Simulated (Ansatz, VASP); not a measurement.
Two plane-wave programs on IrSe

```xyz
2
Lattice="0.0000 2.7301 2.7301 2.7301 0.0000 2.7301 2.7301 2.7301 0.0000" Properties=species:S:1:pos:R:3 pbc="T T T"
Ir    0.0000    0.0000    0.0000
Se    1.3650    1.3650    1.3650
```

Alike in both runs: task single point; functional PBE; k mesh 10 × 10 × 10; occupations gaussian, width 0.05 eV; no spin polarisation.

```csv
,VASP,Ansatz
version,VASP 6.6.1,Ansatz 0.2.0
potentials or method,"VASP PAW PBE potentials, release 64 (Ir, Se), cutoff 520 eV","scalar-relativistic, plane waves, PAW"
valence electrons in the cell,15,33
```

Ansatz gave:

- gap on the k mesh at the Fermi level (eV): none
- pressure (GPa): 8.1

Task: What did VASP give for the same quantities?

Result: gap on the k mesh at the Fermi level (eV): none; pressure (GPa): 8.6.

A gap of «none» marks a metal or a gap that the smearing closes. With one functional, cell and mesh, what is left measures potentials, basis and numerics. VASP's potentials hold 15 valence electrons a cell and Ansatz's 33, so a difference there can come from the potentials and not from the codes.

Spin-orbit coupling is off throughout.
